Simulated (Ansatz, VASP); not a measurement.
Two plane-wave programs on MgO

```xyz
2
Lattice="0.0000 2.1351 2.1351 2.4153 0.0000 2.1351 2.4153 2.1351 0.0000" Properties=species:S:1:pos:R:3 pbc="T T T"
Mg    0.0000    0.0000    0.0000
O     2.4153    2.1351    2.1351
```

Change from the starting cell: strain +0.1312 x Voigt [1, 0, 0, 0, 0, 0], atoms carried along.

Alike in both runs: task single point; functional r2SCAN; k mesh 10 × 10 × 10; occupations gaussian, width 0.05 eV; no spin polarisation.

|  | VASP | Ansatz |
| --- | --- | --- |
| version | VASP 6.6.1 | Ansatz 0.2.0 |
| potentials or method | VASP PAW PBE potentials, release 64 (Mg_sv, O), cutoff 660 eV | scalar-relativistic, plane waves, PAW |
| valence electrons in the cell | 16 | 16 |

```tsv
	VASP	Ansatz	Ansatz less VASP
gap on the k mesh at the Fermi level (eV)	4.00	3.97	-0.032
least direct gap on the mesh (eV)	4.00	3.97	-0.032
pressure (GPa)	-17.6	-17.1	+0.51
traceless stress, the component that is largest in VASP (GPa)	-3.86	-3.55	+0.314
```

VASP's potentials were made for PBE, not for r2SCAN.
